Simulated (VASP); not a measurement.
# V (Fm-3m) in VASP: further runs

The runs below take V through single point, with PBE.

Everything below comes from runs of VASP 6.6.1. Logs are shortened: lines on timing, memory, paths and dates and some standing lists are left out, and cuts for length are marked.

## Step 1: The cell of the first run

It takes space group Fm-3m (No. 225, cubic). Conventional cell: a = 3.854 Å, b = 3.854 Å, c = 3.854 Å, α = 90.00°, β = 90.00°, γ = 90.00°. V (site symmetry m-3m) has 12 V at 2.73 Å within 3.6 Å.

## Step 2: Single point, PBE (volume scaled by 1.03)

INCAR reads:

```
SYSTEM = V
ALGO     = Fast           ! electronic algorithm
EDIFF    = 1E-6           ! SCF threshold, eV
ENCUT    = 520            ! plane-wave cutoff, eV
GGA      = PE             ! functional
ISIF     = 2              ! what is computed and relaxed
ISMEAR   = 0              ! smearing method
LASPH    = .True.         ! aspherical terms in the spheres
LCHARG   = .False.        ! write CHGCAR
LREAL    = .False.        ! projectors in reciprocal space
LWAVE    = .False.        ! write WAVECAR
NBANDS   = 12             ! bands
NELM     = 80             ! most SCF steps
PREC     = Accurate       ! precision mode
SIGMA    = 0.1            ! smearing width, eV
```

KPOINTS reads:

```
k-points
0
Gamma
  18 18 18
  0 0 0
```

POSCAR reads:

```
V
1.0
    0.0000000000      1.9271734278      1.9271734278
    1.9271734278      0.0000000000      1.9271734278
    1.9271734278      1.9271734278      0.0000000000
V
1
Direct
    0.0000000000      0.0000000000      0.0000000000
```

Potentials or basis: VASP PAW PBE potentials, release 64 (V_sv).

Run with:

```
cat potpaw_PBE.64/V_sv/POTCAR > POTCAR
mpirun -np 1 vasp_std > vasp.out
```

OUTCAR:

```text
SYSTEM = V
   EDIFF = 1E-6
   ENCUT = 520
   GGA = PE
   ISIF = 2
   ISMEAR = 0
   LASPH = .True.
   LREAL = .False.
   NELM = 80
   PREC = Accurate

 ion  position               nearest neighbor table
   1  0.000  0.000  0.000-

  LATTYP: Found a face centered cubic cell.
 ALAT       =     3.8543468556

  Lattice vectors:

 A1 = (   0.0000000000,   1.9271734278,   1.9271734278)
 A2 = (   1.9271734278,   0.0000000000,   1.9271734278)
 A3 = (   1.9271734278,   1.9271734278,   0.0000000000)

Analysis of symmetry for initial positions (statically):
=====================================================================
 Subroutine PRICEL returns:
 Original cell was already a primitive cell.

 Routine SETGRP: Setting up the symmetry group for a
 face centered cubic supercell.

 Subroutine GETGRP returns: Found 48 space group operations
[... 9 lines left out ...]

 Routine SETGRP: Setting up the symmetry group for a
 face centered cubic supercell.

 Subroutine GETGRP returns: Found 48 space group operations
[... 11 lines left out ...]
                                     Primitive cell

  volume of cell :      14.3150

  direct lattice vectors                    reciprocal lattice vectors
     0.000000000  1.927173428  1.927173428    -0.259447330  0.259447330  0.259447330
     1.927173428  0.000000000  1.927173428     0.259447330 -0.259447330  0.259447330
     1.927173428  1.927173428  0.000000000     0.259447330  0.259447330 -0.259447330

  length of vectors
     2.725434799  2.725434799  2.725434799     0.449375957  0.449375957  0.449375957

  position of ions in fractional coordinates (direct lattice)
     0.000000000  0.000000000  0.000000000

  ion indices of the primitive-cell ions
   primitive index   ion index
                 1           1

----------------------------------------------------------------------------------------

 KPOINTS: k-points

Automatic generation of k-mesh.
 Grid dimensions read from file:
 generate k-points for:   18   18   18

 Generating k-lattice:

  Cartesian coordinates                     Fractional coordinates (reciprocal lattice)
    -0.014413741  0.014413741  0.014413741     0.055555556  0.000000000  0.000000000
     0.014413741 -0.014413741  0.014413741     0.000000000  0.055555556  0.000000000
     0.014413741  0.014413741 -0.014413741     0.000000000  0.000000000  0.055555556

  Length of vectors
     0.024965331  0.024965331  0.024965331

  Shift w.r.t. Gamma in fractional coordinates (k-lattice)
     0.000000000  0.000000000  0.000000000

 Subroutine IBZKPT returns following result:
 ===========================================

 Found    195 irreducible k-points:

 Following reciprocal coordinates:
            Coordinates               Weight
  0.000000  0.000000  0.000000      1.000000
  0.055556  0.000000  0.000000      8.000000
  0.111111  0.000000  0.000000      8.000000
  0.166667  0.000000  0.000000      8.000000
  0.222222  0.000000  0.000000      8.000000
  0.277778  0.000000  0.000000      8.000000
[... 16 lines left out ...]
 -0.277778  0.055556  0.000000     24.000000
 -0.222222  0.055556  0.000000     24.000000
 [... further k-points ...]
   k-points           NKPTS =    195   k-points in BZ     NKDIM =    195   number of bands    NBANDS=     12
   number of dos      NEDOS =    301   number of ions     NIONS =      1
   total plane-waves  NPLWV =   8000
   dimension x,y,z NGX =    20 NGY =   20 NGZ =   20
   dimension x,y,z NGXF=    40 NGYF=   40 NGZF=   40
   ions per type =               1
   NGX,Y,Z   is equivalent  to a cutoff of  12.20, 12.20, 12.20 a.u.
   NGXF,Y,Z  is equivalent  to a cutoff of  24.40, 24.40, 24.40 a.u.
 SYSTEM =  V
   PREC   = accura    normal or accurate (medium, high low for compatibility)
   ISTART =      0    job   : 0-new  1-cont  2-samecut
   ICHARG =      2    charge: 1-file 2-atom 10-const
   ISPIN  =      1    spin polarized calculation?
   LNONCOLLINEAR =      F non collinear calculations
   LSORBIT =      F    spin-orbit coupling
   LASPH  =      T    aspherical Exc in radial PAW
   ENCUT  =  520.0 eV  38.22 Ry    6.18 a.u.   5.07  5.07  5.07*2*pi/ulx,y,z
   NELM   =     80;   NELMIN=  2; NELMDL= -5     # of ELM steps
   EDIFF  = 0.1E-05   stopping-criterion for ELM
   LREAL  =      F    real-space projection
   EDIFFG = 0.1E-04   stopping-criterion for IOM
   NSW    =      0    number of steps for IOM
   IBRION =     -1    ionic relax: 0-MD 1-quasi-New 2-CG
   NFREE  =      0    steps in history (QN), initial steepest desc. (CG)
   ISIF   =      2    stress and relaxation
   ISYM   =      2    0-nonsym 1-usesym 2-fastsym
   POTIM  = 0.5000    time-step for ionic-motion
   TEBEG  =    0.0;   TEEND  =   0.0 temperature during run
   PSTRESS=    0.0 pullay stress
   NELECT =      13.0000    total number of electrons
   NUPDOWN=      -1.0000    fix difference up-down
   EMIN   =  10.00;   EMAX   =-10.00  energy-range for DOS
   EFERMI =   0.00;   METHOD = LEGACY
   ISMEAR =     0;   SIGMA  =   0.10  broadening in eV -4-tet -1-fermi 0-gaus
   EFERMI_NEDOS =   21; number of points for ismear=-14 and -15
   IALGO  =     68    algorithm
   IMIX   =      4    mixing-type and parameters
     AMIX     =   0.40;   BMIX     =  1.00
     AMIX_MAG =   1.60;   BMIX_MAG =  1.00
  volume/ion in A,a.u.               =      14.32        96.60
  Fermi-wavevector in a.u.,A,eV,Ry     =   1.585350  2.995877 34.195993  2.513335
  Thomas-Fermi vector in A             =   2.684828
   LORBIT       =      0    0 simple, 1 ext, 2 COOP (PROOUT), +10 PAW based schemes
   GGA     = PE    functional components
   LHFCALC =     F    Hartree Fock is set to
   AEXX    =    0.0000 exact exchange contribution
   IVDW    =     0    specifies the selected vdW correction
   LEPSILON=     F    determine dielectric tensor
   LRPA    =     F    only Hartree local field effects (RPA)
 non-spin polarized calculation
 RMM-DIIS sequential band-by-band and
 Gauss-broadening in eV      SIGMA  =   0.10
  energy-cutoff  :      520.00
  volume of cell :       14.32
 maximum number of plane-waves:       397
   NGX = 11   NGY = 11   NGZ = 11

 number of electron      12.9999995 magnetization

 Free energy of the ion-electron system (eV)
  ---------------------------------------------------
  ext. energy  EPLUGINS =         0.00000000
  ---------------------------------------------------
  free energy    TOTEN  =        -8.74790328 eV

  energy without entropy =       -8.73850203  energy(sigma->0) =       -8.74320266

 E-fermi :   9.2609     XC(G=0): -12.5811

 val. band max:        9.2499189524   @ k =   0.3889   0.0000   0.0000
 cond. band min:       9.2690256090   @ k =  -0.3889   0.4444   0.1667
 fundamental gap:      0.0191066567
 Fermi energy:         9.2609332613

 k-point     1 :       0.0000    0.0000    0.0000
  band No.  band energies     occupation
      1     -54.8395      2.00000
      2     -28.2361      2.00000
      3     -28.2361      2.00000
      4     -28.2361      2.00000
      5       2.5230      2.00000
      6       9.4329      0.01501
      7       9.4329      0.01501
      8       9.4329      0.01501
      9      11.0997      0.00000
     10      11.0997      0.00000
     11      26.7203      0.00000
     12      31.7096      0.00000

 k-point     2 :       0.0556    0.0000    0.0000
  band No.  band energies     occupation
      1     -54.8352      2.00000
      2     -28.2590      2.00000
      3     -28.2389      2.00000
      4     -28.2389      2.00000
      5       2.6349      2.00000
      6       9.3737      0.11083
      7       9.4716      0.00289
      8       9.4716      0.00289
      9      11.0766      0.00000
     10      11.0766      0.00000
     11      26.7803      0.00000
     12      30.7465      0.00000

 k-point     3 :       0.1111    0.0000    0.0000
  band No.  band energies     occupation
      1     -54.8228      2.00000
      2     -28.3248      2.00000
      3     -28.2473      2.00000
      4     -28.2473      2.00000
      5       2.9623      2.00000
      6       9.2129      1.50316
      7       9.5721      0.00001
      8       9.5721      0.00001
      9      11.0255      0.00000
     10      11.0255      0.00000
     11      26.8145      0.00000
     12      29.0679      0.00000

 k-point     4 :       0.1667    0.0000    0.0000
  band No.  band energies     occupation
      1     -54.8038      2.00000
      2     -28.4248      2.00000
      3     -28.2600      2.00000
      4     -28.2600      2.00000
      5       3.4795      2.00000
      6       8.9972      1.99981
      7       9.6830      0.00000
      8       9.6830      0.00000
      9      11.0038      0.00000
     10      11.0038      0.00000
     11      26.1075      0.00000
     12      27.9897      0.00000

 k-point     5 :       0.2222    0.0000    0.0000
  band No.  band energies     occupation
      1     -54.7804      2.00000
      2     -28.5462      2.00000
      3     -28.2755      2.00000
      4     -28.2755      2.00000
      5       4.1355      2.00000
      6       8.7968      2.00000
      7       9.7247      0.00000
      8       9.7247      0.00000
      9      11.0942      0.00000
     10      11.0942      0.00000
     11      24.4695      0.00000
     12      27.6342      0.00000
[... 228 lines left out ...]
      1     -54.7053      2.00000
      2     -28.9068      2.00000
      3     -28.3448      2.00000
      4     -28.3210      2.00000
      5       5.9944      2.00000
      6       9.1962      1.64024
      7       9.4284      0.01789
      8       9.4509      0.00722
      9      11.8758      0.00000
     10      12.3151      0.00000
     11      19.0304      0.00000
     12      26.0775      0.00000

 k-point    22 :      -0.3333    0.0556    0.0000
  band No.  band energies     occupation
      1     -54.7224      2.00000
      2     -28.8234      2.00000
      3     -28.3359      2.00000
      4     -28.3068      2.00000
      5       5.6913      2.00000
      6       8.8554      2.00000
      7       9.4516      0.00700
      8       9.5565      0.00003
      9      11.5490      0.00000
     10      12.0343      0.00000
     11      20.4599      0.00000
     12      26.4494      0.00000

 k-point    23 :      -0.2778    0.0556    0.0000
  band No.  band energies     occupation
      1     -54.7446      2.00000
      2     -28.7139      2.00000
      3     -28.3221      2.00000
      4     -28.2903      2.00000
      5       5.1466      2.00000
      6       8.6545      2.00000
      7       9.5809      0.00001
      8       9.6845      0.00000
      9      11.2009      0.00000
     10      11.7120      0.00000
     11      22.1408      0.00000
     12      26.8983      0.00000

 k-point    24 :      -0.2222    0.0556    0.0000
  band No.  band energies     occupation
      1     -54.7692      2.00000
      2     -28.5911      2.00000
      3     -28.3050      2.00000
      4     -28.2734      2.00000
      5       4.4574      2.00000
      6       8.6921      2.00000
      7       9.6878      0.00000
      8       9.7804      0.00000
      9      10.9208      0.00000
     10      11.4169      0.00000
     11      23.9301      0.00000
     12      27.3095      0.00000

 [... further k-points ...]
[... 5 lines left out ...]
  --------------------------------------------------------------------------------------
  -------------------------------------------------------------------------------------
  Total       -0.4128824     -0.4128824     -0.4128824      0.0000000      0.0000000      0.0000000
  in kB      -46.2109108    -46.2109108    -46.2109108      0.0000000      0.0000000      0.0000000
  external PRESSURE =     -46.2109108 kB  Pullay stress =       0.0000000 kB

 VOLUME and BASIS-vectors are now :
 -----------------------------------------------------------------------------
  energy-cutoff  :      520.00
  volume of cell :       14.32
      direct lattice vectors                 reciprocal lattice vectors
     0.000000000  1.927173428  1.927173428    -0.259447330  0.259447330  0.259447330
     1.927173428  0.000000000  1.927173428     0.259447330 -0.259447330  0.259447330
     1.927173428  1.927173428  0.000000000     0.259447330  0.259447330 -0.259447330

 POSITION                                       TOTAL-FORCE (eV/Angst)
 -----------------------------------------------------------------------------------
      0.00000      0.00000      0.00000        -0.000000     -0.000000     -0.000000
 -----------------------------------------------------------------------------------
    total drift:                                0.000000      0.000000      0.000000

  FREE ENERGIE OF THE ION-ELECTRON SYSTEM (eV)
  ---------------------------------------------------
  free  energy   TOTEN  =        -8.7479032847 eV

  energy  without entropy=       -8.7385020255  energy(sigma->0) =       -8.74320266
```

Run time: 25 s. Hardware: 1 thread of Intel Xeon 6975P-C, shared host; peak memory 0.14 GiB.

Results:

```yaml
Free_energy: -8.7479 eV
Pressure: -4.6 GPa
```

## Step 3: Single point, PBE (volume scaled by 1.06)

INCAR reads:

```
PREC = Accurate
ENCUT = 520
EDIFF = 1E-6
ISMEAR = 0
SIGMA = 0.1
LREAL = False
LASPH = True
NELM = 100
ALGO = Normal
ISIF = 2
LWAVE = False
LCHARG = False
GGA = PE
NBANDS = 12
```

KPOINTS reads:

```
regular mesh
0
Gamma
  18 18 18
```

POSCAR reads:

```
V
1.0
    0.0000000000      1.9457050784      1.9457050784
    1.9457050784      0.0000000000      1.9457050784
    1.9457050784      1.9457050784      0.0000000000
V
1
Direct
    0.0000000000      0.0000000000      0.0000000000
```

Potentials or basis: VASP PAW PBE potentials, release 64 (V_sv).

Run with:

```
cat potpaw_PBE.64/V_sv/POTCAR > POTCAR
mpirun -np 1 vasp_std > vasp.out
```

Run time: 19 s. Hardware: 1 thread of Intel Xeon 6975P-C, shared host; peak memory 0.15 GiB.

Results (log left out):

- Free energy: -8.7301 eV
- Pressure: -9.0 GPa

Levels at points of the mesh, in eV from the Fermi level:
```tsv
k point	band 4	band 5	band 6	band 7	band 8	band 9
(0.00, 0.00, 0.00)	-37.56	-6.66	0.17	0.17	0.17	1.77
(0.50, 0.00, 0.00)	-37.65	-3.13	0.07	0.07	0.67	2.84
(0.50, 0.50, 0.00)	-37.80	-3.19	-2.39	2.82	3.11	3.11
```

## Step 4: Single point, PBE (volume scaled by 1.10)

INCAR reads:

```
SYSTEM = V
PREC = Accurate ; ENCUT = 520
EDIFF = 1E-7 ; ISMEAR = 0
SIGMA = 0.1 ; LREAL = .False.
LASPH = .True. ; NELM = 60
ALGO = Normal ; ISIF = 2
LWAVE = .False. ; LCHARG = .True.
GGA = PE ; LELF = .True.
LVHAR = .True. ; NBANDS = 12
```

KPOINTS reads:

```
Automatic mesh
0
Gamma
  18 18 18
  0 0 0
```

POSCAR reads:

```
V
1.0
    0.0000000000      1.9698777995      1.9698777995
    1.9698777995      0.0000000000      1.9698777995
    1.9698777995      1.9698777995      0.0000000000
V
1
Direct
    0.0000000000      0.0000000000      0.0000000000
```

Run with:

```
cat potpaw_PBE.64/V_sv/POTCAR > POTCAR
mpirun -np 1 vasp_std > vasp.out
```

Wall time 29 s (1 thread of Intel Xeon 6975P-C, shared host); peak memory 0.16 GiB.

It converged, with:

```yaml
Free_energy: -8.6905 eV
Pressure: -13.8 GPa
```

Levels at points of the mesh, in eV from the Fermi level:
| k point | band 2 | band 3 | band 4 | band 5 | band 6 | band 7 | band 8 | band 9 | band 10 | band 11 |
| --- | --- | --- | --- | --- | --- | --- | --- | --- | --- | --- |
| (0.00, 0.00, 0.00) | -37.64 | -37.64 | -37.64 | -6.54 | 0.17 | 0.17 | 0.17 | 1.69 | 1.69 | 17.07 |
| (0.50, 0.00, 0.00) | -38.23 | -37.72 | -37.72 | -3.02 | 0.08 | 0.08 | 0.60 | 2.70 | 2.70 | 7.94 |
| (0.50, 0.50, 0.00) | -38.20 | -37.85 | -37.85 | -3.03 | -2.26 | 2.69 | 2.96 | 2.96 | 2.97 | 10.55 |

## Step 5: Overview

| cell | gap on the mesh (eV) | pressure (GPa) |
| --- | --- | --- |
| a = 2.725 Å, angles 60.0°, 1 atom | none | -4.6 |
| a = 2.752 Å, angles 60.0°, 1 atom | none | -9.0 |
| a = 2.786 Å, angles 60.0°, 1 atom | none | -13.8 |

Alike in all rows: task single point; level PBE; potentials or basis VASP PAW PBE potentials, release 64 (V_sv); no spin polarisation; k mesh 18 × 18 × 18; cutoff (eV) 520; smearing gaussian 0.1 eV.

Total energies depend on the potentials used, so only differences within one code and one set of settings carry meaning.
